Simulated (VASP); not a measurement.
Crystal: Mg3Re2.

```
CELL_PARAMETERS angstrom
4.37574 0.00000 0.00000
0.00000 4.37574 0.00000
0.00000 0.00000 4.37574
ATOMIC_POSITIONS crystal
Mg 0.50000 0.00000 0.00000
Mg 0.00000 0.50000 0.00000
Mg 0.00000 0.00000 0.50000
Re 0.50000 0.50000 0.50000
Re 0.00000 0.00000 0.00000
```

| Quantity | Value |
| --- | --- |
| Program | VASP 6.6.1 |
| Task | relaxation of cell and atoms |
| Functional | PBE |
| Potentials or basis | VASP PAW PBE potentials, release 64 (Mg, Re) |
| Cutoff | 600 eV |
| k mesh | 4 × 4 × 4 |
| Occupations | gaussian, width 0.1 eV |
| Spin | no spin polarisation |

At the start: pressure 31.2 GPa; volume 16.76 Å³/atom.

Problem. How do energy, volume and symmetry change on relaxing?

Solution. Over 3 steps the energy falls by 453.4 meV/atom and the volume is 22.65 Å³/atom (+35.2 %); space group Pm-3m (No. 221, to 0.05 Å).

Step by step:
```tsv
step	energy change (eV)	largest force (eV/Å)	pressure (GPa)	volume (Å³)
1	0.0000	0.0000	31.20	83.78
2	-1.9525	0.0000	-5.57	129.90
3	-2.2672	0.0000	0.28	113.23
```

Final structure:
```yaml
crystal:
  lattice:
    - [4.83792, 0.00000, 0.00000]
    - [0.00000, 4.83792, 0.00000]
    - [0.00000, 0.00000, 4.83792]
  atoms:
    - { symbol: Mg, position: [0.50000, 0.00000, 0.00000] }
    - { symbol: Mg, position: [0.00000, 0.50000, 0.00000] }
    - { symbol: Mg, position: [0.00000, 0.00000, 0.50000] }
    - { symbol: Re, position: [0.50000, 0.50000, 0.50000] }
    - { symbol: Re, position: [0.00000, 0.00000, 0.00000] }
```

Caveat: the volume moved by over 15 % at a fixed basis, so the end points are rough.
